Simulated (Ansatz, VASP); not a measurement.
InSe: VASP beside Ansatz

INCAR

```
ALGO     = Normal         # electronic algorithm
EDIFF    = 1E-6           # SCF threshold, eV
ENCUT    = 520            # plane-wave cutoff, eV
GGA      = PS             # functional
ISIF     = 2              # what is computed and relaxed
ISMEAR   = -1             # smearing method
LASPH    = True           # aspherical terms in the spheres
LCHARG   = True           # write CHGCAR
LELF     = True           # ELF
LREAL    = False          # projectors in reciprocal space
LVHAR    = True         
LWAVE    = False          # write WAVECAR
NBANDS   = 27             # bands
NELM     = 100            # most SCF steps
PREC     = Accurate       # precision mode
SIGMA    = 0.01           # smearing width, eV
```

The input KPOINTS:

```
k-points
0
Gamma
  7 7 7
```

Contents of POSCAR:

```
InSe
1.0
    1.9933106383      1.1508384336      8.2888548424
   -1.9933106383      1.1508384336      8.2888548424
    0.0000000000     -2.3016768672      8.2888548424
In Se
2 2
Direct
    0.0000000000      0.0000000000      0.0000000000
    0.1122000000      0.1122000000      0.1122000000
    0.6155000000      0.6155000000      0.6155000000
    0.8300000000      0.8300000000      0.8300000000
```

Input for Ansatz:

```yaml
crystal:
  lattice:
    - [1.9933106383, 1.1508384336, 8.2888548424]
    - [-1.9933106383, 1.1508384336, 8.2888548424]
    - [0.0, -2.3016768672, 8.2888548424]
  atoms:
    - { symbol: In, position: [0.0, 0.0, 0.0] }
    - { symbol: In, position: [0.1122, 0.1122, 0.1122] }
    - { symbol: Se, position: [0.6155, 0.6155, 0.6155] }
    - { symbol: Se, position: [0.83, 0.83, 0.83] }
kpoints:
  mp_grid: { grid: [7, 7, 7] }
  band_path:
    path:
      - [0.0, 0.0, 0.0]
      - [-0.5, -0.5, -0.5]
      - [-0.5, -0.1795180059, -0.8204819941]
      - [-0.1795180059, 0.1795180059, -0.5]
      - [0.0, 0.0, -0.5]
      - [0.0, 0.0, 0.0]
      - [0.0, 0.3397590029, -0.3397590029]
      - [-0.3397590029, 0.0, -0.6602409971]
      - [-0.5, 0.0, -0.5]
    npoints: 5
scf:
  occupations: { method: fermi_dirac, width: 0.01 }
hamiltonian:
  xc: pbesol
  pseudopotentials: { kind: all_electron, lapw: { basis_error: 0.001 } }
output:
  forces: true
  stress: true
  eigenvalues: true
```

Change from the starting cell: volume scaled by 0.99.

Alike in both runs: task single point; functional PBEsol; k mesh 7 × 7 × 7; occupations fermi-dirac, width 0.01 eV; no spin polarisation.

|  | VASP | Ansatz |
| --- | --- | --- |
| version | VASP 6.6.1 | Ansatz 0.2.0 |
| potentials or method | VASP PAW PBE potentials, release 64 (In_d, Se), cutoff 520 eV | all-electron LAPW, scalar-relativistic |

Ansatz gave:

- gap on the k mesh at the Fermi level (eV): 0.69
- pressure (GPa): 0.8
- traceless stress, the component that is largest in VASP (GPa): -0.41
- rms of the force components (eV/Å): 0.085

Question: Estimate VASP's values.

Answer: gap on the k mesh at the Fermi level (eV): 0.68; pressure (GPa): 0.9; traceless stress, the component that is largest in VASP (GPa): -0.42; rms of the force components (eV/Å): 0.096.

VASP's potentials were made for PBE, not for PBEsol. Atom by atom the forces differ by 0.011 eV/Å (rms over components). Ansatz ran all-electron here, and VASP with PAW potentials.
